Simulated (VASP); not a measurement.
RbTaTl2, 8 atoms in the cell. It takes space group P6_3/mmc (No. 194, hexagonal). The conventional cell has a = 3.828 Å, b = 3.828 Å, c = 17.130 Å, α = 90.00°, β = 90.00°, γ = 120.00°. Within 3.5 Å of Rb (site symmetry -3m) lie 6 Tl at 2.66 Å. Within 4.9 Å of Ta (site symmetry -6m2) lie 6 Tl at 3.57 Å and 6 Ta at 3.83 Å and 6 Rb at 4.82 Å. Within 3.9 Å of Tl (site symmetry 3m) lie 3 Rb at 2.66 Å and 3 Ta at 3.57 Å and 9 Tl at 3.68 to 3.83 Å. 

| Item | Value |
| --- | --- |
| Program | VASP 6.6.1 |
| Task | single point |
| Functional | PBE |
| Potentials or basis | VASP PAW PBE potentials, release 64 (Rb_sv, Ta_pv, Tl_d) |
| Cutoff | 520 eV |
| k mesh | 6 × 6 × 1 |
| Occupations | gaussian, width 0.1 eV |
| Spin | no spin polarisation |
| Dipole correction | no |
| Further INCAR settings | ALGO = Fast; EDIFF = 1e-06; NBANDS = 56 |

Potentials or basis: VASP PAW PBE potentials, release 64 (Rb_sv, Ta_pv, Tl_d).

Launch:

```console
$ cat potpaw_PBE.64/Rb_sv/POTCAR potpaw_PBE.64/Ta_pv/POTCAR potpaw_PBE.64/Tl_d/POTCAR > POTCAR
$ mpirun -np 1 vasp_std > vasp.out
```

Hardware: 1 thread of AMD EPYC 9R45 96-Core Processor (Zen 5), on a shared host.

Task: How long does it take, and how much memory?

Result: Wall time 75 s on 1 thread of AMD EPYC 9R45 96-Core Processor (Zen 5), with other jobs on the host, peak memory 0.31 GiB. Counts: scf iterations 20, k points 7.
